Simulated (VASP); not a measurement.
# ZrB2 (P6/mmm) in VASP: notebook

ZrB2 is run at these levels: PBEsol; tasks: relaxation of shape and atoms at fixed volume, relaxation of cell and atoms.

Everything below comes from runs of VASP 6.6.1. Logs are shortened: lines on timing, memory, paths and dates and some standing lists are left out, and cuts for length are marked.

## 1. The cell of the first run

Symmetry: P6/mmm, No. 191, hexagonal system. The conventional cell has a = 3.123 Å, b = 3.123 Å, c = 3.471 Å, α = 90.00°, β = 90.00°, γ = 120.00°. Zr (site symmetry 6/mmm) has 12 B at 2.50 Å and 6 Zr at 3.12 Å within 3.3 Å. Within 2.4 Å of B (site symmetry -6m2) lie 3 B at 1.80 Å.

## 2. Relaxation of shape and atoms at fixed volume, PBEsol (9.77 Å³/atom)

The input, INCAR:

```
SYSTEM = ZrB2
PREC = Accurate
ENCUT = 600
EDIFF = 1E-6
ISMEAR = 0
SIGMA = 0.1
LREAL = .FALSE.
LASPH = .TRUE.
NELM = 60
ALGO = Normal
ISIF = 4
LWAVE = .FALSE.
LCHARG = .FALSE.
GGA = PS
IBRION = 2
NSW = 50
EDIFFG = -0.01
```

The input, KPOINTS:

```
regular mesh
0
G
  18 18 12
  0 0 0
```

The input, POSCAR:

```
ZrB2
1.0
    3.1230672485      0.0000000000      0.0000000000
   -1.5615336242      2.7046555749      0.0000000000
    0.0000000000      0.0000000000      3.4713442410
Zr B
1 2
Direct
    0.0000000000      0.0000000000      0.0000000000
    0.3333333333      0.6666666667      0.5000000000
    0.6666666667      0.3333333333      0.5000000000
```

Potentials or basis: VASP PAW PBE potentials, release 64 (Zr_sv, B).

Launch:

```bash
cat potpaw_PBE.64/Zr_sv/POTCAR potpaw_PBE.64/B/POTCAR > POTCAR
mpirun -np 1 vasp_std > vasp.out
```

OUTCAR:

```text
SYSTEM = ZrB2
   PREC = Accurate
   ENCUT = 600
   EDIFF = 1E-6
   ISMEAR = 0
   LREAL = .FALSE.
   LASPH = .TRUE.
   NELM = 60
   ISIF = 4
   GGA = PS
   IBRION = 2
   NSW = 50
   EDIFFG = -0.01

 ion  position               nearest neighbor table
   1  0.000  0.000  0.000-   2 2.50   3 2.50   2 2.50   3 2.50   2 2.50   2 2.50   3 2.50   3 2.50
                             3 2.50   3 2.50   2 2.50   2 2.50
   2  0.333  0.667  0.500-   3 1.80   3 1.80   3 1.80   1 2.50   1 2.50   1 2.50   1 2.50   1 2.50
                             1 2.50
   3  0.667  0.333  0.500-   2 1.80   2 1.80   2 1.80   1 2.50   1 2.50   1 2.50   1 2.50   1 2.50
                             1 2.50

  LATTYP: Found a hexagonal cell.
 ALAT       =     3.1230672485
 C/A-ratio  =     1.1115176091

  Lattice vectors:

 A1 = (   3.1230672485,   0.0000000000,   0.0000000000)
 A2 = (  -1.5615336242,   2.7046555749,   0.0000000000)
 A3 = (   0.0000000000,   0.0000000000,   3.4713442410)

Analysis of symmetry for initial positions (statically):
=====================================================================
 Subroutine PRICEL returns:
 Original cell was already a primitive cell.

 Routine SETGRP: Setting up the symmetry group for a
 hexagonal supercell.

 Subroutine GETGRP returns: Found 24 space group operations
 (whereof 24 operations were pure point group operations)
 out of a pool of 24 trial point group operations.

The static configuration has the point symmetry D_6h.

Analysis of symmetry for dynamics (positions and initial velocities):
=====================================================================
 Subroutine PRICEL returns:
 Original cell was already a primitive cell.

 Routine SETGRP: Setting up the symmetry group for a
 hexagonal supercell.

 Subroutine GETGRP returns: Found 24 space group operations
 (whereof 24 operations were pure point group operations)
 out of a pool of 24 trial point group operations.

The dynamic configuration has the point symmetry D_6h.

 Subroutine INISYM returns: Found 24 space group operations
 (whereof 24 operations are pure point group operations),
 and found     1 'primitive' translations

----------------------------------------------------------------------------------------

                                     Primitive cell

  volume of cell :      29.3218

  direct lattice vectors                    reciprocal lattice vectors
     3.123067248  0.000000000  0.000000000     0.320198036  0.184866422  0.000000000
    -1.561533624  2.704655575  0.000000000     0.000000000  0.369732845  0.000000000
     0.000000000  0.000000000  3.471344241     0.000000000  0.000000000  0.288072842

  length of vectors
     3.123067248  3.123067248  3.471344241     0.369732845  0.369732845  0.288072842

  position of ions in fractional coordinates (direct lattice)
     0.000000000  0.000000000  0.000000000
     0.333333333  0.666666667  0.500000000
     0.666666667  0.333333333  0.500000000

  ion indices of the primitive-cell ions
   primitive index   ion index
                 1           1
                 2           2
                 3           3

----------------------------------------------------------------------------------------

 KPOINTS: regular mesh

Automatic generation of k-mesh.
 Grid dimensions read from file:
 generate k-points for:   18   18   12

 Generating k-lattice:
[... 71 lines left out ...]
   TEBEG  =    0.0;   TEEND  =   0.0 temperature during run
   PSTRESS=    0.0 pullay stress
   NELECT =      18.0000    total number of electrons
   NUPDOWN=      -1.0000    fix difference up-down
   EMIN   =  10.00;   EMAX   =-10.00  energy-range for DOS
   EFERMI =   0.00;   METHOD = LEGACY
   ISMEAR =     0;   SIGMA  =   0.10  broadening in eV -4-tet -1-fermi 0-gaus
   EFERMI_NEDOS =   21; number of points for ismear=-14 and -15
   IALGO  =     38    algorithm
   IMIX   =      4    mixing-type and parameters
     AMIX     =   0.40;   BMIX     =  1.00
     AMIX_MAG =   1.60;   BMIX_MAG =  1.00
  volume/ion in A,a.u.               =       9.77        65.96
  Fermi-wavevector in a.u.,A,eV,Ry     =   1.391347  2.629264 26.338776  1.935845
  Thomas-Fermi vector in A             =   2.515194
   LORBIT       =      0    0 simple, 1 ext, 2 COOP (PROOUT), +10 PAW based schemes
   GGA     = PS    functional components
   LHFCALC =     F    Hartree Fock is set to
   AEXX    =    0.0000 exact exchange contribution
   IVDW    =     0    specifies the selected vdW correction
   LEPSILON=     F    determine dielectric tensor
   LRPA    =     F    only Hartree local field effects (RPA)
 conjugate gradient relaxation of ions
 non-spin polarized calculation
 Gauss-broadening in eV      SIGMA  =   0.10
  energy-cutoff  :      600.00
  volume of cell :       29.32
 maximum number of plane-waves:      1001
 NGX is ok and might be reduce to    28
   NGX = 13   NGY = 13   NGZ = 13

--------------------------------------- Ionic step        1  -------------------------------------------

 number of electron      18.0000000 magnetization

 Free energy of the ion-electron system (eV)
  ---------------------------------------------------
  ext. energy  EPLUGINS =         0.00000000
  ---------------------------------------------------
  free energy    TOTEN  =       -26.38024504 eV

  energy without entropy =      -26.37922750  energy(sigma->0) =      -26.37973627

------------------------ aborting loop because EDIFF is reached ----------------------------------------

  FORCE on cell =-STRESS in cart. coord.  units (eV):
  Direction    XX          YY          ZZ          XY          YZ          ZX
  --------------------------------------------------------------------------------------
  -------------------------------------------------------------------------------------
  Total        1.5854477      1.5854477      1.4732289      0.0000000     -0.0000000      0.0000000
  in kB       86.6306399     86.6306399     80.4988786      0.0000000     -0.0000000      0.0000000
  external PRESSURE =      84.5867194 kB  Pullay stress =       0.0000000 kB

 VOLUME and BASIS-vectors are now :
 -----------------------------------------------------------------------------
  energy-cutoff  :      600.00
  volume of cell :       29.32
      direct lattice vectors                 reciprocal lattice vectors
     3.123067248  0.000000000  0.000000000     0.320198036  0.184866422  0.000000000
    -1.561533624  2.704655575  0.000000000     0.000000000  0.369732845  0.000000000
     0.000000000  0.000000000  3.471344241     0.000000000  0.000000000  0.288072842

 POSITION                                       TOTAL-FORCE (eV/Angst)
 -----------------------------------------------------------------------------------
      0.00000      0.00000      0.00000         0.000000      0.000000     -0.000000
     -0.00000      1.80310      1.73567         0.000000      0.000000     -0.000000
      1.56153      0.90155      1.73567        -0.000000      0.000000      0.000000
 -----------------------------------------------------------------------------------
    total drift:                               -0.000000      0.000000      0.000000

  FREE ENERGIE OF THE ION-ELECTRON SYSTEM (eV)
  ---------------------------------------------------
  free  energy   TOTEN  =       -26.3802450386 eV

  energy  without entropy=      -26.3792275038  energy(sigma->0) =      -26.37973627

--------------------------------------- Ionic step        2  -------------------------------------------

 number of electron      18.0000000 magnetization

 Free energy of the ion-electron system (eV)
  ---------------------------------------------------
  ext. energy  EPLUGINS =         0.00000000
  ---------------------------------------------------
  free energy    TOTEN  =       -26.38030470 eV

  energy without entropy =      -26.37928569  energy(sigma->0) =      -26.37979519

 E-fermi :  11.0026     XC(G=0): -12.7619

 val. band max:       10.9967744507   @ k =   0.2222   0.2222   0.0833
 cond. band min:      11.0428073526   @ k =   0.3889   0.2222   0.0000
 fundamental gap:      0.0460329020
 Fermi energy:        11.0025803056

 k-point     1 :       0.0000    0.0000    0.0000
  band No.  band energies     occupation
      1     -37.3840      2.00000
      2     -15.6384      2.00000
      3     -15.0065      2.00000
      4     -15.0065      2.00000
      5      -1.9493      2.00000
      6       8.2090      2.00000
      7       8.2090      2.00000
      8       8.2413      2.00000
      9       8.7034      2.00000
     10      14.5715      0.00000
     11      14.5715      0.00000
     12      15.4383      0.00000
     13      15.4383      0.00000
[... 354 lines left out ...]
  band No.  band energies     occupation
      1     -37.2419      2.00000
      2     -16.0405      2.00000
      3     -15.4291      2.00000
      4     -15.3345      2.00000
      5       1.5225      2.00000
      6       3.0864      2.00000
      7       6.5834      2.00000
      8       7.1127      2.00000
      9       9.4614      2.00000
     10      11.3892      0.00000
     11      14.4727      0.00000
     12      15.7493      0.00000
     13      16.3397      0.00000

 [... further k-points ...]

------------------------ aborting loop because EDIFF is reached ----------------------------------------

  FORCE on cell =-STRESS in cart. coord.  units (eV):
  Direction    XX          YY          ZZ          XY          YZ          ZX
  --------------------------------------------------------------------------------------
  -------------------------------------------------------------------------------------
  Total        1.5381030      1.5381030      1.5467462      0.0000000     -0.0000000      0.0000000
  in kB       84.0436698     84.0436698     84.5159442      0.0000000     -0.0000000      0.0000000
  external PRESSURE =      84.2010946 kB  Pullay stress =       0.0000000 kB

 VOLUME and BASIS-vectors are now :
 -----------------------------------------------------------------------------
  energy-cutoff  :      600.00
  volume of cell :       29.32
      direct lattice vectors                 reciprocal lattice vectors
     3.124946985  0.000000000  0.000000000     0.320005429  0.184755220  0.000000000
    -1.562473493  2.706283475  0.000000000    -0.000000000  0.369510441  0.000000000
    -0.000000000 -0.000000000  3.467169289     0.000000000 -0.000000000  0.288419721

 POSITION                                       TOTAL-FORCE (eV/Angst)
 -----------------------------------------------------------------------------------
     -0.00000     -0.00000      3.46717         0.000000     -0.000000      0.000000
     -0.00000      1.80419      1.73358        -0.000000      0.000000     -0.000000
      1.56247      0.90209      1.73358         0.000000     -0.000000      0.000000
 -----------------------------------------------------------------------------------
    total drift:                               -0.000000      0.000000      0.000000

  FREE ENERGIE OF THE ION-ELECTRON SYSTEM (eV)
  ---------------------------------------------------
  free  energy   TOTEN  =       -26.3803046973 eV

  energy  without entropy=      -26.3792856867  energy(sigma->0) =      -26.37979519

 reached required accuracy - stopping structural energy minimisation
```

Run time: 78 s. Hardware: 1 thread of AMD EPYC 9R45 (Zen 5), shared host; peak memory 0.23 GiB.

Results:

```
Free energy               : -26.3803 eV
Energy gained by relaxing : 0.0 meV/atom
Ionic steps               : 2
Pressure after relaxing   : 8.4 GPa
Band gap on the k mesh    : zero (bands 9 and 10 overlap by 1.27 eV)
```

Final structure:
```cif
data_structure
_symmetry_space_group_name_H-M 'P 1'
_symmetry_Int_Tables_number 1
_cell_length_a 3.1249
_cell_length_b 3.1249
_cell_length_c 3.4672
_cell_angle_alpha 90.000
_cell_angle_beta 90.000
_cell_angle_gamma 120.000
_cell_volume 29.32
loop_
_atom_site_label
_atom_site_type_symbol
_atom_site_fract_x
_atom_site_fract_y
_atom_site_fract_z
_atom_site_occupancy
Zr1 Zr 0.00000 0.00000 0.00000 1
B1 B 0.33333 0.66667 0.50000 1
B2 B 0.66667 0.33333 0.50000 1
```

Levels at points of the mesh, in eV from the Fermi level:
```csv
k point,band 5,band 6,band 7,band 8,band 9,band 10,band 11,band 12,band 13
"(0.00, 0.00, 0.00)",-12.95,-2.79,-2.79,-2.76,-2.30,3.57,3.57,4.44,4.44
"(0.50, 0.00, 0.00)",-9.21,-8.51,-4.08,-3.14,-2.89,2.32,2.39,5.19,5.31
"(0.00, 0.00, 0.50)",-10.68,-7.14,-1.02,-1.02,0.24,0.24,0.76,0.76,1.97
"(0.50, 0.00, 0.50)",-10.17,-7.03,-4.84,-4.35,-1.91,4.00,4.28,5.61,6.73
```

Caveat: the PAW data sets were made with another functional, which shifts forces and pressure a little.

## 3. Relaxation of cell and atoms, PBEsol

This run uses another cell than the first one, of 10.25 Å³/atom.

The input, INCAR:

```
SYSTEM = ZrB2
ALGO = Normal
EDIFF = 1E-6
EDIFFG = -0.005
ENCUT = 600
GGA = PS
IBRION = 2
ISIF = 3
ISMEAR = 0
LASPH = .True.
LCHARG = .False.
LREAL = .False.
LWAVE = .False.
NELM = 60
NSW = 100
PREC = Accurate
SIGMA = 0.1
```

The input, KPOINTS:

```
k-points
0
Gamma
  18 18 12
  0 0 0
```

The input, POSCAR:

```
ZrB2
1.0
    3.1700000000      0.0000000000      0.0000000000
   -1.5850000000      2.7453005300      0.0000000000
    0.0000000000      0.0000000000      3.5330000000
Zr B
1 2
Direct
    0.0000000000      0.0000000000      0.0000000000
    0.3333333333      0.6666666667      0.5000000000
    0.6666666667      0.3333333333      0.5000000000
```

Potentials or basis: VASP PAW PBE potentials, release 64 (Zr_sv, B).

Launch:

```bash
cat potpaw_PBE.64/Zr_sv/POTCAR potpaw_PBE.64/B/POTCAR > POTCAR
mpirun -np 1 vasp_std > vasp.out
```

Wall time 2.8 min (1 thread of AMD EPYC 9R45 (Zen 5), shared host); peak memory 0.24 GiB.

It converged, with:

```
Free energy                           : -26.4054 eV
Relaxed volume                        : 10.09 Å³/atom
Relaxed cell                          : a = 3.156 Å, b = 3.156 Å, c = 3.509 Å, α = 90.00°, β = 90.00°, γ = 120.00°
Space group after relaxing (to 0.1 Å) : P6/mmm (No. 191)
Energy gained by relaxing             : 2.0 meV/atom
Ionic steps                           : 4
Pressure after relaxing               : 0.0 GPa
Band gap on the k mesh                : zero (bands 9 and 10 overlap by 1.25 eV)
```

Step by step:
```csv
step,energy change (eV),largest force (eV/Å),pressure (GPa),volume (Å³)
1,0.0000,0.0000,-3.77,30.75
2,0.0032,0.0000,5.06,29.68
3,-0.0058,0.0000,0.02,30.27
4,-0.0059,0.0000,-0.01,30.27
```

Final structure:
```yaml
crystal:
  lattice:
    - [3.15610, 0.00000, 0.00000]
    - [-1.57805, 2.73327, 0.00000]
    - [0.00000, 0.00000, 3.50867]
  atoms:
    - { symbol: Zr, position: [0.00000, 0.00000, 0.00000] }
    - { symbol: B, position: [0.33333, 0.66667, 0.50000] }
    - { symbol: B, position: [0.66667, 0.33333, 0.50000] }
```

Levels at points of the mesh, in eV from the Fermi level:
```
           k point  band 5  band 6  band 7  band 8  band 9  band 10  band 11  band 12  band 13
(0.00, 0.00, 0.00)  -12.81   -2.72   -2.72   -2.69   -2.34     3.42     3.42     4.25     4.25
(0.50, 0.00, 0.00)   -9.07   -8.50   -3.98   -3.10   -2.80     2.25     2.30     4.99     5.08
(0.00, 0.00, 0.50)  -10.68   -7.06   -1.00   -1.00    0.25     0.25     0.74     0.74     1.86
(0.50, 0.00, 0.50)  -10.01   -7.01   -4.72   -4.24   -2.00     3.80     4.12     5.38     6.41
```

Caveat: the PAW data sets were made with another functional, which shifts forces and pressure a little.

The gap in the log of VASP goes by the Fermi energy; the results here count the filled bands.